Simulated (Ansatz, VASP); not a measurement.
**Two plane-wave programs on Te2Mo**

```
Te Mo
1.0
     3.57054    0.00000    0.00000
    -1.78527    3.09218    0.00000
     0.00000    0.00000   18.04541
Te Mo
2 1
Direct
  0.33333 0.66667 0.90272
  0.33333 0.66667 0.09728
  0.00000 0.00000 0.00000
```

Change from the starting cell: equal strain along all axes, cell held, atoms relaxed: +3.0 %.

Alike in both runs: functional LDA; k mesh 12 × 12 × 2; occupations gaussian, width 0.02 eV; no spin polarisation.

Ansatz relaxed the structure, and its values are those at the end. VASP's run is a single point on that final structure, the one shown.

```csv
,VASP,Ansatz
version,VASP 6.6.1,Ansatz 0.2.0
potentials or method,"VASP PAW LDA potentials, release 64 (Te, Mo_sv), cutoff 520 eV","scalar-relativistic, plane waves, PAW"
valence electrons in the cell,26,46
```

|  | VASP | Ansatz | Ansatz less VASP |
| --- | --- | --- | --- |
| gap on the k mesh at the Fermi level (eV) | 0.99 | 0.99 | 0.000 |
| least direct gap on the mesh (eV) | 0.99 | 0.99 | 0.000 |
| rms of the force components (eV/Å) | 0.029 | 0.002 | -0.0268 |

LDA's correlation is that of Perdew and Zunger in VASP and of Perdew and Wang (1992) in Ansatz. VASP's potentials hold 26 valence electrons a cell and Ansatz's 46, so a difference there can come from the potentials and not from the codes. Ansatz's warnings: stress scf threshold loose.

Neither program's run includes spin-orbit coupling.
